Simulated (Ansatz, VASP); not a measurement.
**Y in VASP and in Ansatz**

```
CELL_PARAMETERS angstrom
0.00000 2.65628 2.65628
2.65628 0.00000 2.65628
2.65628 2.65628 0.00000
ATOMIC_POSITIONS crystal
Y 0.00000 0.00000 0.00000
```

Alike in both runs: task single point; functional BLYP; k mesh 12 × 12 × 12; occupations fermi-dirac, width 0.1 eV; no spin polarisation.

```csv
,VASP,Ansatz
version,VASP 6.6.1,Ansatz 0.2.0
potentials or method,"VASP PAW PBE potentials, release 64 (Y_sv), cutoff 520 eV","plane waves (420 eV) with PAW, scalar-relativistic"
valence electrons in the cell,11,11
```

```csv
,VASP,Ansatz,Ansatz less VASP
pressure (GPa),-3.5,-3.5,+0.03
```

VASP's potentials were made for PBE, not for BLYP. With one functional, cell and mesh, what is left measures potentials, basis and numerics.
